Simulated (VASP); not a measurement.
ZnMo2Se4, 7 atoms in the cell. It takes space group P3m1 (No. 156, trigonal). The conventional cell has a = 3.246 Å, b = 3.246 Å, c = 17.510 Å, α = 90.00°, β = 90.00°, γ = 120.00°. Within 3.3 Å of Mo (site symmetry 3m) lie 6 Se at 2.49 Å and 6 Mo at 3.25 Å. Mo (site symmetry 3m) has 6 Se at 2.49 to 2.50 Å and 6 Mo at 3.25 Å within 3.3 Å. Se (site symmetry 3m) has 3 Mo at 2.49 Å and 7 Se at 3.25 to 3.29 Å and 1 Zn at 3.27 Å within 3.3 Å. Within 3.4 Å of Se (site symmetry 3m) lie 3 Mo at 2.50 Å and 7 Se at 3.25 to 3.29 Å and 3 Zn at 3.36 Å. Within 3.3 Å of Se (site symmetry 3m) lie 3 Mo at 2.49 Å and 7 Se at 3.25 to 3.29 Å. Within 3.3 Å of Se (site symmetry 3m) lie 3 Mo at 2.49 Å and 7 Se at 3.25 to 3.29 Å. Within 4.7 Å of Zn (site symmetry 3m) lie 6 Zn at 3.25 Å and 13 Se at 3.27 to 4.67 Å and 1 Mo at 4.44 Å. 

- Program: VASP 6.6.1
- Task: single point
- Functional: PBE
- Potentials or basis: VASP PAW PBE potentials, release 64 (Mo_sv, Se, Zn)
- Cutoff: 520 eV
- k mesh: 9 × 9 × 2
- Occupations: fermi-dirac, width 0.05 eV
- Spin: no spin polarisation
- Dipole correction: no
- Further INCAR settings: ALGO = Normal; EDIFF = 1e-06; NBANDS = 41

Potentials or basis: VASP PAW PBE potentials, release 64 (Mo_sv, Se, Zn).

Command:

```sh
$ cat potpaw_PBE.64/Mo_sv/POTCAR potpaw_PBE.64/Se/POTCAR potpaw_PBE.64/Zn/POTCAR > POTCAR
$ mpirun -np 1 vasp_std > vasp.out
```

Hardware: 1 thread of Oxide Virtual Turin-like Processor, with other jobs on the host.

**Question.** How long does it take, and how much memory?

**Answer.** Wall time 4.2 min on 1 thread of Oxide Virtual Turin-like Processor (shared host), peak memory 0.32 GiB. Counts: scf iterations 17, k points 24.
